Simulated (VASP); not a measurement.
Here is a VASP 6.6.1 calculation.

File INCAR:

```
  PREC = Accurate
  ENCUT = 600
  EDIFF = 1E-6
  ISMEAR = 0
  SIGMA = 0.01
  LREAL = False
  LASPH = True
  NELM = 80
  ALGO = Normal
  ISIF = 3
  LWAVE = False
  LCHARG = False
  GGA = CA
  IBRION = 2
  NSW = 80
  EDIFFG = -0.001
```

Contents of KPOINTS:

```
regular mesh
0
Gamma
  8 8 8
```

File POSCAR:

```
CsH
1.0
    0.0000000000      3.0511182234      3.0511182234
    3.0511182234      0.0000000000      3.0511182234
    3.0511182234      3.0511182234      0.0000000000
Cs H
1 1
Direct
    0.0000000000      0.0000000000      0.0000000000
    0.5000000000      0.5000000000      0.5000000000
```

Potentials or basis: VASP PAW LDA potentials, release 64 (Cs_sv, H).

The run is started by

```console
$ cat potpaw_LDA.64/Cs_sv/POTCAR potpaw_LDA.64/H/POTCAR > POTCAR
$ mpirun -np 1 vasp_std > vasp.out
```

(1) What does it give for the relaxed cell?

(2) What does it give for the band gap on the k mesh?

(3) Predict the relaxed volume.

(4) What does it give for the space group after relaxing (to 0.1 Å)?

## Answers

(1) a = 4.322 Å, b = 4.322 Å, c = 4.322 Å, α = 60.00°, β = 60.00°, γ = 60.00°.

(2) 1.74 eV.

(3) 28.54 Å³/atom.

(4) Fm-3m (No. 225).

Caveat: spin-orbit coupling is left out, which moves the levels of the heavy elements.
